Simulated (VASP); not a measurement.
Write the native input for VASP 6.6.1 that does the following.

- Task: single point
- Functional: PBE
- Potentials or basis: VASP PAW PBE potentials, release 64 (W_sv)
- Cutoff: 520 eV
- k mesh: 24 × 24 × 22
- Occupations: gaussian, width 0.1 eV
- Spin: no spin polarisation
- Dipole correction: no
- Further INCAR settings: ALGO = Fast; EDIFF = 1e-07; NBANDS = 13

The structure of W lies in POSCAR:

```
W
1.0
    2.7873510735      0.0000000000      0.0000000000
   -1.3936755368      2.4139168389      0.0000000000
    0.0000000000      0.0000000000      2.5974255956
W
1
Direct
    0.0000000000      0.0000000000      0.0000000000
```

The input as run:

INCAR

```
SYSTEM = W
PREC = Accurate ; ENCUT = 520
EDIFF = 1E-7 ; ISMEAR = 0
SIGMA = 0.1 ; LREAL = .False.
LASPH = .True. ; NELM = 60
ALGO = Fast ; ISIF = 2
LWAVE = .False. ; LCHARG = .True.
GGA = PE ; LELF = .True.
LVHAR = .True. ; NBANDS = 13
```

KPOINTS

```
Automatic mesh
0
Gamma
  24 24 22
  0 0 0
```

Potentials or basis: VASP PAW PBE potentials, release 64 (W_sv).

The run is started by

```bash
$ cat potpaw_PBE.64/W_sv/POTCAR > POTCAR
$ mpirun -np 1 vasp_std > vasp.out
```

Results of the run:

```
Pressure               : 0.5 GPa
Band gap on the k mesh : zero (band 7 reaches 10.92 eV, above the bottom of band 8 at 8.94 eV)
```

Caveat: spin-orbit coupling is left out, which moves the levels of the heavy elements.

Wall time 120 s on 1 thread of Intel(R) Xeon(R) Platinum 8259CL CPU @ 2.50GHz (Skylake/Cascade Lake), with other jobs on the host, peak memory 0.26 GiB.
